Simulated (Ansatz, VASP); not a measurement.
One calculation of InAs, two programs

POSCAR

```
InAs
1.0
    0.0000000000      3.0180000000      3.0180000000
    3.0180000000      0.0000000000      3.0180000000
    3.0180000000      3.0180000000      0.0000000000
In As
1 1
Direct
    0.0000000000      0.0000000000      0.0000000000
    0.7500000000      0.7500000000      0.7500000000
```

File INCAR.step1:

```
PREC = Accurate
ENCUT = 600
ISMEAR = -1
SIGMA = 0.1
LREAL = F
LASPH = T
NELM = 80
GGA = PE
ALGO = Normal
EDIFF = 1E-4
LWAVE = T
LCHARG = F
```

INCAR.step2

```
PREC = Accurate
ENCUT = 600
EDIFF = 1E-6
ISMEAR = -1
SIGMA = 0.1
LREAL = F
LASPH = T
NELM = 80
ALGO = Normal
ISIF = 3
LWAVE = F
LCHARG = F
METAGGA = R2SCAN
LMIXTAU = T
IBRION = 2
NSW = 100
EDIFFG = -0.002
ISTART = 1
```

File KPOINTS:

```
regular mesh
0
Gamma
  10 10 10
```

Input for Ansatz:

```yaml
crystal:
  lattice:
    - [0.0, 3.018, 3.018]
    - [3.018, 0.0, 3.018]
    - [3.018, 3.018, 0.0]
  atoms:
    - { symbol: In, position: [0.0, 0.0, 0.0] }
    - { symbol: As, position: [0.75, 0.75, 0.75] }
kpoints:
  mp_grid: { grid: [10, 10, 10] }
scf:
  occupations: { method: fermi_dirac, width: 0.1 }
hamiltonian:
  xc: r2scan
  pseudopotentials: { kind: paw }
relax:
  f_tol: 0.002
  max_steps: 80
  cell: {}
output:
  forces: true
  stress: true
```

Alike in both runs: task relaxation of cell and atoms; functional r2SCAN; k mesh 10 × 10 × 10; occupations fermi-dirac, width 0.1 eV; no spin polarisation.

```csv
,VASP,Ansatz
version,VASP 6.6.1,Ansatz 0.2.0
potentials or method,"VASP PAW PBE potentials, release 64 (In_d, As)","PAW with Ansatz's default frozen-core files, scalar-relativistic"
plane-wave cutoff (eV),600,500
valence electrons in the cell,18,28
```

```tsv
	VASP	Ansatz	Ansatz less VASP
relaxed volume (Å³/atom)	28.51	28.51	-0.006
relaxed cell length with the largest relative difference (Å)	4.320	4.320	-0.0003
```

VASP's potentials were made for PBE, not for r2SCAN. VASP's potentials hold 18 valence electrons a cell and Ansatz's 28, so a difference there can come from the potentials and not from the codes.
